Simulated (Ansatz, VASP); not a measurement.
One calculation of Ti, two programs

The input INCAR:

```
PREC = Accurate
ENCUT = 520
EDIFF = 1E-8
ISMEAR = -1
SIGMA = 0.05
LREAL = F
LASPH = T
NELM = 60
ALGO = Normal
ISIF = 2
LWAVE = F
LCHARG = F
GGA = PE
LEFG = T
NBANDS = 12
```

File KPOINTS:

```
Automatic mesh
0
Gamma
  14 14 14
```

File POSCAR:

```
Ti
1.0
    0.0000000000      2.0698140295      2.0698140295
    2.0698140295      0.0000000000      2.0698140295
    2.0698140295      2.0698140295      0.0000000000
Ti
1
Direct
    0.0000000000      0.0000000000      0.0000000000
```

Input for Ansatz:

```yaml
crystal:
  lattice:
    - [0.0, 2.0698140295, 2.0698140295]
    - [2.0698140295, 0.0, 2.0698140295]
    - [2.0698140295, 2.0698140295, 0.0]
  atoms:
    - { symbol: Ti, position: [0.0, 0.0, 0.0] }
kpoints:
  mp_grid: { grid: [14, 14, 14] }
scf:
  occupations: { method: fermi_dirac, width: 0.05 }
hamiltonian:
  xc: pbe
  pseudopotentials: { kind: paw }
output:
  forces: true
  stress: true
  eigenvalues: true
  efg: { contact_densities: true }
```

Change from the starting cell: volume scaled by 1.06, PAW files.

Alike in both runs: task electric field gradients; functional PBE; k mesh 14 × 14 × 14; occupations fermi-dirac, width 0.05 eV; no spin polarisation.

|  | VASP | Ansatz |
| --- | --- | --- |
| version | VASP 6.6.1 | Ansatz 0.2.0 |
| potentials or method | VASP PAW PBE potentials, release 64 (Ti_sv) | PAW with Ansatz's default frozen-core files, scalar-relativistic |
| plane-wave cutoff (eV) | 520 | 420 |
| valence electrons in the cell | 12 | 12 |

Ansatz gave:

| Quantity | Value |
| --- | --- |
| pressure (GPa) | -2.0 |

Task: What did VASP give for the same quantities?

Result: Pressure (GPa): -2.2.
